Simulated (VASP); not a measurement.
Runs of VASP 6.6.1 on Ni3Ge. The structure is that of space group Pm-3m (No. 221), or close to it. The cells are those of the table. 

```tsv
spin	cell	gap on the mesh (eV)	pressure (GPa)
off	a = 3.304 Å, 4 atoms	none	58.1
off	a = 3.666 Å, 4 atoms	none	-24.1
off	a = 3.600 Å, 4 atoms	none	-17.3
off	a = 3.383 Å, 4 atoms	none	(c)
collinear, ferromagnetic start	a = 3.222 Å, 4 atoms	none	102.1
off	a = 3.752 Å, 4 atoms	none	-30.0
off	a = 3.222 Å, 4 atoms	none	102.0
off	a = 3.135 Å, 4 atoms	none	(b)
off	a = 3.458 Å, 4 atoms	none	(a)
```

Alike in all rows: task single point; level LDA; potentials or basis VASP PAW LDA potentials, release 64 (Ni, Ge_d); k mesh 8 × 8 × 8; cutoff (eV) 600; smearing fermi-dirac 0.05 eV.

Problem. Estimate the missing entries.

Solution. (a) 7.0; (b) 166.6; (c) 27.9.

Caveats: the cell stands under pressure (at least some runs); the cell stands under tension (at least some runs).

A k mesh can miss the band edges, and the runs leave out spin-orbit coupling on Ge.

A gap of «none» marks levels without a gap at the run's occupations.
